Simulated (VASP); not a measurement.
A run of VASP 6.6.1:

File INCAR:

```
SYSTEM = HfN
PREC = Accurate
ENCUT = 520
EDIFF = 1E-7
ISMEAR = 0
SIGMA = 0.15
LREAL = .False.
LASPH = .True.
NELM = 100
ALGO = Normal
ISIF = 2
LWAVE = .False.
LCHARG = .False.
GGA = PS
NBANDS = 14
```

File KPOINTS:

```
Automatic mesh
0
Gamma
  18 18 18
  0 0 0
```

File POSCAR:

```
HfN
1.0
    0.0000000000      2.2928850000      2.2590000000
    2.2928850000      0.0000000000      2.2590000000
    2.2928850000      2.2928850000      0.0000000000
Hf N
1 1
Direct
    0.0000000000      0.0000000000      0.0000000000
    0.5000000000      0.5000000000      0.5000000000
```

Potentials or basis: VASP PAW PBE potentials, release 64 (Hf_pv, N).

Command:

```sh
$ cat potpaw_PBE.64/Hf_pv/POTCAR potpaw_PBE.64/N/POTCAR > POTCAR
$ mpirun -np 1 vasp_std > vasp.out
```

Hardware: 1 thread of Intel(R) Xeon(R) 6975P-C (Granite Rapids), with other jobs on the host.

Task: Estimate the wall time of this run.

Result: It took 42 s on 1 thread of Intel(R) Xeon(R) 6975P-C (Granite Rapids) (shared host), peak memory 0.27 GiB. Counts: scf iterations 14, k points 480.
